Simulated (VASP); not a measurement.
Here is a VASP 6.6.1 calculation.

The input INCAR:

```
SYSTEM = Bi2Te3
PREC     = Accurate       ! precision mode
ENCUT    = 520            ! plane-wave cutoff, eV
EDIFF    = 1E-8           ! SCF threshold, eV
ISMEAR   = -1             ! smearing method
SIGMA    = 0.08           ! smearing width, eV
LREAL    = .FALSE.        ! projectors in reciprocal space
LASPH    = .TRUE.         ! aspherical terms in the spheres
NELM     = 80             ! most SCF steps
ALGO     = Normal         ! electronic algorithm
ISIF     = 2              ! what is computed and relaxed
LWAVE    = .FALSE.        ! write WAVECAR
LCHARG   = .FALSE.        ! write CHGCAR
GGA      = PE             ! functional
LEFG     = .TRUE.       
NBANDS   = 32             ! bands
KPAR     = 4
```

Contents of KPOINTS:

```
regular mesh
0
G
  7 7 7
  0 0 0
```

POSCAR

```
Bi2Te3
1.0
    2.1358415611      1.2043361099     10.1483743499
   -2.2501595557      1.2262661155     10.1703043555
   -0.0381670554     -2.5830872754     10.1783312946
Bi Te
2 3
Direct
    0.4000000000      0.4000000000      0.4000000000
    0.6000000000      0.6000000000      0.6000000000
    0.0000000000      0.0000000000      0.0000000000
    0.2095000000      0.2095000000      0.2095000000
    0.7905000000      0.7905000000      0.7905000000
```

Potentials or basis: VASP PAW PBE potentials, release 64 (Bi_d, Te).

The run is started by

```bash
$ cat potpaw_PBE.64/Bi_d/POTCAR potpaw_PBE.64/Te/POTCAR > POTCAR
$ mpirun -np 4 vasp_std > vasp.out
```

Question: Estimate the band gap on the k mesh.

Answer: 0.28 eV.

Question: What does it give for the largest force?

Answer: 0.081 eV/Å.

Stress tensor (GPa, compression positive):
```
1.67 0.05 0.26
0.05 2.25 0.56
0.26 0.56 1.76
```

Caveat: the cell differs from its parent crystal (equal xy, yz and zx shear strains of -1 %); without QUAD_EFG the Cq values of the log hold for a quadrupole moment of 1 mb, not for the nuclei; spin-orbit coupling is left out, which moves the levels of the heavy elements. A k mesh can miss the band edges.
